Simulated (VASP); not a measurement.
Write the native input for VASP 6.6.1 that does the following.

```
Task                   : single point
Functional             : PBE
Potentials or basis    : VASP PAW PBE potentials, release 64 (W_sv)
Cutoff                 : 520 eV
k mesh                 : 18 × 18 × 18
Occupations            : gaussian, width 0.1 eV
Spin                   : no spin polarisation
Dipole correction      : no
Further INCAR settings : ALGO = Fast; EDIFF = 1e-07; NBANDS = 13
```

The structure of W lies in POSCAR:

```
W
1.0
   -1.6603773770      1.6603773770      1.6603773770
    1.6603773770     -1.6603773770      1.6603773770
    1.6603773770      1.6603773770     -1.6603773770
W
1
Direct
    0.0000000000      0.0000000000      0.0000000000
```

This cell differs from its parent crystal: strained.

One way to write it, as run:

INCAR

```
SYSTEM = W
  ALGO = Fast
  EDIFF = 1E-7
  ENCUT = 520
  GGA = PE
  ISIF = 2
  ISMEAR = 0
  LASPH = .True.
  LCHARG = .True.
  LELF = .True.
  LREAL = .False.
  LVHAR = .True.
  LWAVE = .False.
  NBANDS = 13
  NELM = 60
  PREC = Accurate
  SIGMA = 0.1
```

KPOINTS

```
k-points
0
Gamma
  18 18 18
  0 0 0
```

Potentials or basis: VASP PAW PBE potentials, release 64 (W_sv).

Launch:

```console
$ cat potpaw_PBE.64/W_sv/POTCAR > POTCAR
$ mpirun -np 1 vasp_std > vasp.out
```

It gave:

The pressure is -29.0 GPa and the band gap on the k mesh is zero (band 7 reaches 13.66 eV, above the bottom of band 8 at 8.45 eV).

Caveat: the cell differs from its parent crystal (strained); spin-orbit coupling is left out, which moves the levels of the heavy elements.

It took 29 s on 1 thread of Intel(R) Xeon(R) Platinum 8488C (Sapphire Rapids), on a shared host, peak memory 0.17 GiB.
